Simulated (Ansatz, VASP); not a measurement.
**Ca: VASP beside Ansatz**

```
Ca
1.0
    -2.19466    2.19466    2.19466
     2.19466   -2.19466    2.19466
     2.19466    2.19466   -2.19466
Ca
1
Cartesian
  0.0000 0.0000 0.0000
```

Change from the starting cell: volume scaled by 0.9405.

Alike in both runs: task single point; functional PBE; k mesh 10 × 10 × 10; occupations fermi-dirac, width 0.05 eV; no spin polarisation.

```csv
,VASP,Ansatz
version,VASP 6.6.1,Ansatz 0.2.0
potentials or method,"VASP PAW PBE potentials, release 64 (Ca_sv), cutoff 520 eV","all-electron LAPW, scalar-relativistic"
```

```tsv
	VASP	Ansatz	Ansatz less VASP
pressure (GPa)	0.0	0.0	-0.01
```

Ansatz ran all-electron here, and VASP with PAW potentials.
